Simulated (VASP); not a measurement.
# Zr3SbH (Pm-3m) in VASP: notebook

The runs below take Zr3SbH through single point, relaxation of cell and atoms, with PBE.

Program: VASP 6.6.1. These are calculated values, not measurements. Logs are shortened: lines on timing, memory, paths and dates and some standing lists are left out, and cuts for length are marked.

## 1. The cell of the first run

Symmetry: Pm-3m, No. 221, cubic system. The conventional cell has a = 4.360 Å, b = 4.360 Å, c = 4.360 Å, α = 90.00°, β = 90.00°, γ = 90.00°. Within 2.9 Å of Zr (site symmetry 4/mmm) lie 2 H at 2.18 Å. Sb (site symmetry m-3m) has 12 Zr at 3.08 Å and 8 H at 3.78 Å within 4.1 Å. Within 2.9 Å of H (site symmetry m-3m) lie 6 Zr at 2.18 Å.

## 2. Single point, PBE

File INCAR:

```
PREC = Accurate ; ENCUT = 520
EDIFF = 1E-7 ; ISMEAR = 0
SIGMA = 0.1 ; LREAL = F
LASPH = T ; NELM = 60
ALGO = Normal ; ISIF = 2
LWAVE = F ; LCHARG = F
GGA = PE ; NBANDS = 29
```

File KPOINTS:

```
Automatic mesh
0
Gamma
  4 4 4
```

File POSCAR:

```
Zr3SbH
1.0
    4.3595586600      0.0000000000      0.0000000000
    0.0000000000      4.3595586600      0.0000000000
    0.0000000000      0.0000000000      4.3595586600
Zr Sb H
3 1 1
Direct
    0.0000000000      0.5000000000      0.5000000000
    0.5000000000      0.0000000000      0.5000000000
    0.5000000000      0.5000000000      0.0000000000
    0.0000000000      0.0000000000      0.0000000000
    0.5000000000      0.5000000000      0.5000000000
```

Potentials or basis: VASP PAW PBE potentials, release 64 (Zr_sv, Sb, H).

Launch:

```
> cat potpaw_PBE.64/Zr_sv/POTCAR potpaw_PBE.64/Sb/POTCAR potpaw_PBE.64/H/POTCAR > POTCAR
> mpirun -np 1 vasp_std > vasp.out
```

OUTCAR:

```text
PREC = Accurate
   ENCUT = 520
   EDIFF = 1E-7
   ISMEAR = 0
   LREAL = F
   LASPH = T
   NELM = 60
   ISIF = 2
   GGA = PE

 ion  position               nearest neighbor table
   1  0.000  0.500  0.500-   5 2.18   5 2.18   4 3.08   2 3.08   3 3.08   4 3.08   2 3.08   4 3.08
                             4 3.08   2 3.08   3 3.08   3 3.08   3 3.08   2 3.08
   2  0.500  0.000  0.500-   5 2.18   5 2.18   4 3.08   1 3.08   3 3.08   4 3.08   1 3.08   3 3.08
                             3 3.08   3 3.08   1 3.08   4 3.08   4 3.08   1 3.08
   3  0.500  0.500  0.000-   5 2.18   5 2.18   4 3.08   1 3.08   1 3.08   2 3.08   2 3.08   2 3.08
                             4 3.08   2 3.08   1 3.08   4 3.08   1 3.08   4 3.08
   4  0.000  0.000  0.000-   1 3.08   2 3.08   3 3.08   1 3.08   2 3.08   1 3.08   3 3.08   1 3.08
                             2 3.08   3 3.08   2 3.08   3 3.08
   5  0.500  0.500  0.500-   1 2.18   2 2.18   3 2.18   3 2.18   2 2.18   1 2.18

  LATTYP: Found a simple cubic cell.
 ALAT       =     4.3595586600

  Lattice vectors:

 A1 = (   4.3595586600,   0.0000000000,   0.0000000000)
 A2 = (   0.0000000000,   4.3595586600,   0.0000000000)
 A3 = (   0.0000000000,   0.0000000000,   4.3595586600)

Analysis of symmetry for initial positions (statically):
=====================================================================
 Subroutine PRICEL returns:
 Original cell was already a primitive cell.

 Routine SETGRP: Setting up the symmetry group for a
 simple cubic supercell.

 Subroutine GETGRP returns: Found 48 space group operations
 (whereof 48 operations were pure point group operations)
 out of a pool of 48 trial point group operations.

The static configuration has the point symmetry O_h .

Analysis of symmetry for dynamics (positions and initial velocities):
=====================================================================
 Subroutine PRICEL returns:
 Original cell was already a primitive cell.

 Routine SETGRP: Setting up the symmetry group for a
 simple cubic supercell.

 Subroutine GETGRP returns: Found 48 space group operations
 (whereof 48 operations were pure point group operations)
 out of a pool of 48 trial point group operations.

The dynamic configuration has the point symmetry O_h .

 Subroutine INISYM returns: Found 48 space group operations
 (whereof 48 operations are pure point group operations),
 and found     1 'primitive' translations

----------------------------------------------------------------------------------------

                                     Primitive cell

  volume of cell :      82.8567

  direct lattice vectors                    reciprocal lattice vectors
     4.359558660  0.000000000  0.000000000     0.229381017  0.000000000  0.000000000
     0.000000000  4.359558660  0.000000000     0.000000000  0.229381017  0.000000000
     0.000000000  0.000000000  4.359558660     0.000000000  0.000000000  0.229381017

  length of vectors
     4.359558660  4.359558660  4.359558660     0.229381017  0.229381017  0.229381017

  position of ions in fractional coordinates (direct lattice)
     0.000000000  0.500000000  0.500000000
     0.500000000  0.000000000  0.500000000
     0.500000000  0.500000000  0.000000000
     0.000000000  0.000000000  0.000000000
     0.500000000  0.500000000  0.500000000

  ion indices of the primitive-cell ions
   primitive index   ion index
                 1           1
                 2           2
                 3           3
                 4           4
                 5           5

----------------------------------------------------------------------------------------

 KPOINTS: Automatic mesh

Automatic generation of k-mesh.
 Grid dimensions read from file:
 generate k-points for:    4    4    4

 Generating k-lattice:

  Cartesian coordinates                     Fractional coordinates (reciprocal lattice)
     0.057345254  0.000000000  0.000000000     0.250000000  0.000000000  0.000000000
     0.000000000  0.057345254  0.000000000     0.000000000  0.250000000  0.000000000
     0.000000000  0.000000000  0.057345254     0.000000000  0.000000000  0.250000000

  Length of vectors
     0.057345254  0.057345254  0.057345254

  Shift w.r.t. Gamma in fractional coordinates (k-lattice)
     0.000000000  0.000000000  0.000000000

 Subroutine IBZKPT returns following result:
 ===========================================

 Found     10 irreducible k-points:

 Following reciprocal coordinates:
            Coordinates               Weight
  0.000000  0.000000  0.000000      1.000000
  0.250000  0.000000  0.000000      6.000000
  0.500000  0.000000  0.000000      3.000000
  0.250000  0.250000  0.000000     12.000000
  0.500000  0.250000  0.000000     12.000000
  0.500000  0.500000  0.000000      3.000000
  0.250000  0.250000  0.250000      8.000000
  0.500000  0.250000  0.250000     12.000000
  0.500000  0.500000  0.250000      6.000000
  0.500000  0.500000  0.500000      1.000000
   k-points           NKPTS =     10   k-points in BZ     NKDIM =     10   number of bands    NBANDS=     29
   number of dos      NEDOS =    301   number of ions     NIONS =      5
   total plane-waves  NPLWV =  32768
   dimension x,y,z NGX =    32 NGY =   32 NGZ =   32
   dimension x,y,z NGXF=    64 NGYF=   64 NGZF=   64
   ions per type =               3   1   1
   NGX,Y,Z   is equivalent  to a cutoff of  12.20, 12.20, 12.20 a.u.
   NGXF,Y,Z  is equivalent  to a cutoff of  24.41, 24.41, 24.41 a.u.
 SYSTEM =  unknown system
   PREC   = accura    normal or accurate (medium, high low for compatibility)
   ISTART =      0    job   : 0-new  1-cont  2-samecut
   ICHARG =      2    charge: 1-file 2-atom 10-const
   ISPIN  =      1    spin polarized calculation?
   LNONCOLLINEAR =      F non collinear calculations
   LSORBIT =      F    spin-orbit coupling
   LASPH  =      T    aspherical Exc in radial PAW
   ENCUT  =  520.0 eV  38.22 Ry    6.18 a.u.   8.11  8.11  8.11*2*pi/ulx,y,z
   NELM   =     60;   NELMIN=  2; NELMDL= -5     # of ELM steps
   EDIFF  = 0.1E-06   stopping-criterion for ELM
   LREAL  =      F    real-space projection
   EDIFFG = 0.1E-05   stopping-criterion for IOM
   NSW    =      0    number of steps for IOM
   IBRION =     -1    ionic relax: 0-MD 1-quasi-New 2-CG
   NFREE  =      0    steps in history (QN), initial steepest desc. (CG)
   ISIF   =      2    stress and relaxation
   ISYM   =      2    0-nonsym 1-usesym 2-fastsym
   POTIM  = 0.5000    time-step for ionic-motion
   TEBEG  =    0.0;   TEEND  =   0.0 temperature during run
   PSTRESS=    0.0 pullay stress
   NELECT =      42.0000    total number of electrons
   NUPDOWN=      -1.0000    fix difference up-down
   EMIN   =  10.00;   EMAX   =-10.00  energy-range for DOS
   EFERMI =   0.00;   METHOD = LEGACY
   ISMEAR =     0;   SIGMA  =   0.10  broadening in eV -4-tet -1-fermi 0-gaus
   EFERMI_NEDOS =   21; number of points for ismear=-14 and -15
   IALGO  =     38    algorithm
   IMIX   =      4    mixing-type and parameters
     AMIX     =   0.40;   BMIX     =  1.00
     AMIX_MAG =   1.60;   BMIX_MAG =  1.00
  volume/ion in A,a.u.               =      16.57       111.83
  Fermi-wavevector in a.u.,A,eV,Ry     =   1.305315  2.466688 23.182257  1.703848
  Thomas-Fermi vector in A             =   2.436192
   LORBIT       =      0    0 simple, 1 ext, 2 COOP (PROOUT), +10 PAW based schemes
   GGA     = PE    functional components
   LHFCALC =     F    Hartree Fock is set to
   AEXX    =    0.0000 exact exchange contribution
   IVDW    =     0    specifies the selected vdW correction
   LEPSILON=     F    determine dielectric tensor
   LRPA    =     F    only Hartree local field effects (RPA)
 non-spin polarized calculation
 Gauss-broadening in eV      SIGMA  =   0.10
  energy-cutoff  :      520.00
  volume of cell :       82.86
 maximum number of plane-waves:      2272
   NGX = 17   NGY = 17   NGZ = 17

 number of electron      41.9999997 magnetization

 Free energy of the ion-electron system (eV)
  ---------------------------------------------------
  ext. energy  EPLUGINS =         0.00000000
  ---------------------------------------------------
  free energy    TOTEN  =       -35.42749183 eV

  energy without entropy =      -35.40641300  energy(sigma->0) =      -35.41695241

 E-fermi :  11.0821     XC(G=0): -11.6998

 val. band max:       11.0260259664   @ k =   0.2500   0.2500   0.0000
 cond. band min:      11.1088996747   @ k =   0.5000   0.2500   0.2500
 fundamental gap:      0.0828737083
 Fermi energy:        11.0821037118

 k-point     1 :       0.0000    0.0000    0.0000
  band No.  band energies     occupation
      1     -37.5725      2.00000
      2     -37.3398      2.00000
      3     -37.3398      2.00000
      4     -16.0643      2.00000
      5     -16.0643      2.00000
      6     -16.0643      2.00000
[... 21 lines left out ...]
     28      15.2555      0.00000
     29      16.7062      0.00000

 k-point     2 :       0.2500    0.0000    0.0000
  band No.  band energies     occupation
      1     -37.5430      2.00000
      2     -37.3694      2.00000
      3     -37.3394      2.00000
      4     -15.9884      2.00000
      5     -15.9884      2.00000
      6     -15.9559      2.00000
[... 21 lines left out ...]
     28      15.0219      0.00000
     29      15.2700      0.00000

 k-point     3 :       0.5000    0.0000    0.0000
  band No.  band energies     occupation
      1     -37.4952      2.00000
      2     -37.4173      2.00000
      3     -37.3391      2.00000
      4     -15.8816      2.00000
      5     -15.8816      2.00000
      6     -15.7056      2.00000
[... 21 lines left out ...]
     28      13.4849      0.00000
     29      15.4771      0.00000

 k-point     4 :       0.2500    0.2500    0.0000
  band No.  band energies     occupation
      1     -37.5166      2.00000
      2     -37.3782      2.00000
      3     -37.3562      2.00000
      4     -16.0535      2.00000
      5     -15.9088      2.00000
      6     -15.7785      2.00000
[... 149 lines left out ...]
     28      14.1406      0.00000
     29      14.4965      0.00000

 k-point     9 :       0.5000    0.5000    0.2500
  band No.  band energies     occupation
      1     -37.4158      2.00000
      2     -37.4155      2.00000
      3     -37.4155      2.00000
      4     -16.2898      2.00000
      5     -16.0111      2.00000
      6     -15.8814      2.00000
[... 21 lines left out ...]
     28      14.1129      0.00000
     29      14.4160      0.00000

 k-point    10 :       0.5000    0.5000    0.5000
  band No.  band energies     occupation
      1     -37.4149      2.00000
      2     -37.4149      2.00000
      3     -37.4149      2.00000
      4     -16.4509      2.00000
      5     -16.0055      2.00000
      6     -16.0055      2.00000
[... 21 lines left out ...]
     28      13.9566      0.00000
     29      13.9566      0.00000

------------------------ aborting loop because EDIFF is reached ----------------------------------------

  FORCE on cell =-STRESS in cart. coord.  units (eV):
  Direction    XX          YY          ZZ          XY          YZ          ZX
  --------------------------------------------------------------------------------------
  -------------------------------------------------------------------------------------
  Total        4.9600193      4.9600193      4.9600193      0.0000000      0.0000000      0.0000000
  in kB       95.9105473     95.9105473     95.9105473      0.0000000      0.0000000      0.0000000
  external PRESSURE =      95.9105473 kB  Pullay stress =       0.0000000 kB

 VOLUME and BASIS-vectors are now :
 -----------------------------------------------------------------------------
  energy-cutoff  :      520.00
  volume of cell :       82.86
      direct lattice vectors                 reciprocal lattice vectors
     4.359558660  0.000000000  0.000000000     0.229381017  0.000000000  0.000000000
     0.000000000  4.359558660  0.000000000     0.000000000  0.229381017  0.000000000
     0.000000000  0.000000000  4.359558660     0.000000000  0.000000000  0.229381017

 POSITION                                       TOTAL-FORCE (eV/Angst)
 -----------------------------------------------------------------------------------
      0.00000      2.17978      2.17978         0.000000      0.000000      0.000000
      2.17978      0.00000      2.17978         0.000000      0.000000      0.000000
      2.17978      2.17978      0.00000         0.000000      0.000000      0.000000
      0.00000      0.00000      0.00000         0.000000      0.000000      0.000000
      2.17978      2.17978      2.17978         0.000000      0.000000      0.000000
 -----------------------------------------------------------------------------------
    total drift:                                0.000000     -0.000000     -0.000000

  FREE ENERGIE OF THE ION-ELECTRON SYSTEM (eV)
  ---------------------------------------------------
  free  energy   TOTEN  =       -35.4274918295 eV

  energy  without entropy=      -35.4064129956  energy(sigma->0) =      -35.41695241
```

Wall time 24 s (1 thread of Intel Xeon Platinum 8375C at 2.90GHz (Ice Lake), shared host); peak memory 0.18 GiB.

What came out:

- Free energy: -35.4275 eV
- Pressure: 9.6 GPa
- Band gap on the k mesh: zero (band 21 reaches 11.59 eV, above the bottom of band 22 at 9.45 eV)

Caveat: the k points lie up to 0.36 Å⁻¹ apart; spin-orbit coupling is left out, which moves the levels of the heavy elements.

## 3. Single point, PBE

This run uses another cell than the first one, of 17.77 Å³/atom, 1.072 times its volume.

File INCAR:

```
PREC = Accurate ; ENCUT = 520
EDIFF = 1E-6 ; ISMEAR = 0
SIGMA = 0.1 ; LREAL = False
LASPH = True ; NELM = 100
ALGO = Normal ; ISIF = 2
LWAVE = False ; LCHARG = True
GGA = PE ; LELF = True
LVHAR = True ; NBANDS = 29
```

File KPOINTS:

```
regular mesh
0
Gamma
  4 4 4
```

Changes to POSCAR since step 2:

```diff
@@ -2,5 +2,5 @@
 1.0
-    4.3595586600      0.0000000000      0.0000000000
-    0.0000000000      4.3595586600      0.0000000000
-    0.0000000000      0.0000000000      4.3595586600
+    4.4620628726      0.0000000000      0.0000000000
+    0.0000000000      4.4620628726      0.0000000000
+    0.0000000000      0.0000000000      4.4620628726
 Zr Sb H
```

Potentials or basis: VASP PAW PBE potentials, release 64 (Zr_sv, Sb, H).

Launch:

```
> cat potpaw_PBE.64/Zr_sv/POTCAR potpaw_PBE.64/Sb/POTCAR potpaw_PBE.64/H/POTCAR > POTCAR
> mpirun -np 1 vasp_std > vasp.out
```

It took 31 s on 1 thread of Intel Xeon Platinum 8375C at 2.90GHz (Ice Lake), shared host; peak memory 0.21 GiB.

Results (log left out):

```yaml
Free_energy: -35.6030 eV
Pressure: 0.2 GPa
Band_gap_on_the_k_mesh: zero (band 21 reaches 10.72 eV, above the bottom of band 22 at 8.54 eV)
```

Levels at points of the mesh, in eV from the Fermi level:
```csv
k point,band 18,band 19,band 20,band 21,band 22,band 23
"(0.00, 0.00, 0.00)",-1.91,-1.91,-1.69,-1.69,-1.69,1.89
"(0.50, 0.00, 0.00)",-1.36,-0.78,0.14,0.14,0.47,0.71
"(0.50, 0.50, 0.00)",-1.03,-1.03,-0.87,0.37,0.37,0.85
"(0.50, 0.50, 0.50)",-2.86,-2.86,-2.86,0.49,0.49,0.49
```

Caveat: spin-orbit coupling is left out, which moves the levels of the heavy elements.

## 4. Relaxation of cell and atoms, PBE

File INCAR:

```
SYSTEM = Zr3SbH
PREC = Accurate ; ENCUT = 600
EDIFF = 1E-7 ; ISMEAR = 0
SIGMA = 0.1 ; LREAL = .FALSE.
LASPH = .TRUE. ; NELM = 60
ALGO = Normal ; ISIF = 3
LWAVE = .FALSE. ; LCHARG = .FALSE.
GGA = PE ; IBRION = 2
NSW = 90 ; EDIFFG = -0.04
```

File KPOINTS:

```
Automatic mesh
0
G
  4 4 4
  0 0 0
```

Changes to POSCAR since step 3:

```diff
@@ -2,5 +2,5 @@
 1.0
-    4.4620628726      0.0000000000      0.0000000000
-    0.0000000000      4.4620628726      0.0000000000
-    0.0000000000      0.0000000000      4.4620628726
+    4.3595586600      0.0000000000      0.0000000000
+    0.0000000000      4.3595586600      0.0000000000
+    0.0000000000      0.0000000000      4.3595586600
 Zr Sb H
```

Launch:

```
> cat potpaw_PBE.64/Zr_sv/POTCAR potpaw_PBE.64/Sb/POTCAR potpaw_PBE.64/H/POTCAR > POTCAR
> mpirun -np 1 vasp_std > vasp.out
```

Wall time 78 s (1 thread of Intel Xeon Platinum 8375C at 2.90GHz (Ice Lake), shared host); peak memory 0.22 GiB.

Results (log left out):

| Quantity | Value |
| --- | --- |
| Free energy | -35.6010 eV |
| Relaxed volume | 17.81 Å³/atom |
| Relaxed cell | a = 4.466 Å, b = 4.466 Å, c = 4.466 Å, α = 90.00°, β = 90.00°, γ = 90.00° |
| Space group after relaxing (to 0.05 Å) | Pm-3m (No. 221) |
| Energy gained by relaxing | 34.6 meV/atom |
| Ionic steps | 3 |
| Pressure after relaxing | -0.1 GPa |
| Band gap on the k mesh | zero (band 21 reaches 10.69 eV, above the bottom of band 22 at 8.51 eV) |

Step by step:
| step | energy change (eV) | largest force (eV/Å) | pressure (GPa) | volume (Å³) |
| --- | --- | --- | --- | --- |
| 1 | 0.0000 | 0.0000 | 9.61 | 82.86 |
| 2 | -0.0262 | 0.0000 | -6.94 | 95.36 |
| 3 | -0.1730 | 0.0000 | -0.08 | 89.05 |

Final structure:
```
Zr Sb H
1.0
     4.46557    0.00000    0.00000
     0.00000    4.46557    0.00000
     0.00000    0.00000    4.46557
Zr Sb H
3 1 1
Direct
  0.00000 0.50000 0.50000
  0.50000 0.00000 0.50000
  0.50000 0.50000 0.00000
  0.00000 0.00000 0.00000
  0.50000 0.50000 0.50000
```

Levels at points of the mesh, in eV from the Fermi level:
| k point | band 16 | band 17 | band 18 | band 19 | band 20 | band 21 | band 22 | band 23 | band 24 | band 25 |
| --- | --- | --- | --- | --- | --- | --- | --- | --- | --- | --- |
| (0.00, 0.00, 0.00) | -2.37 | -1.91 | -1.91 | -1.91 | -1.69 | -1.69 | -1.69 | 1.87 | 1.93 | 1.93 |
| (0.50, 0.00, 0.00) | -3.13 | -3.13 | -1.35 | -0.78 | 0.14 | 0.14 | 0.47 | 0.71 | 0.87 | 1.73 |
| (0.50, 0.50, 0.00) | -4.58 | -3.61 | -1.03 | -1.03 | -0.87 | 0.37 | 0.37 | 0.84 | 1.39 | 1.39 |
| (0.50, 0.50, 0.50) | -3.03 | -3.03 | -2.85 | -2.85 | -2.85 | 0.49 | 0.49 | 0.49 | 1.45 | 1.45 |

Caveat: the k points lie up to 0.35 Å⁻¹ apart in the final cell; spin-orbit coupling is left out, which moves the levels of the heavy elements.

## 5. Overview

```csv
task,cell,cutoff (eV),gap on the mesh (eV),pressure (GPa)
single point,"a = 4.360 Å, 5 atoms",520,none,9.6
single point,"a = 4.462 Å, 5 atoms",520,none,0.2
relaxation of cell and atoms,"relaxed from a = 4.360 Å, 5 atoms",600,none,-0.1
```

Alike in all rows: level PBE; potentials or basis VASP PAW PBE potentials, release 64 (Zr_sv, Sb, H); no spin polarisation; k mesh 4 × 4 × 4; smearing gaussian 0.1 eV.

Caveats: some runs use coarse meshes; spin-orbit coupling is left out, which moves the levels of the heavy elements.

Total energies depend on the potentials used, so only differences within one code and one set of settings carry meaning.
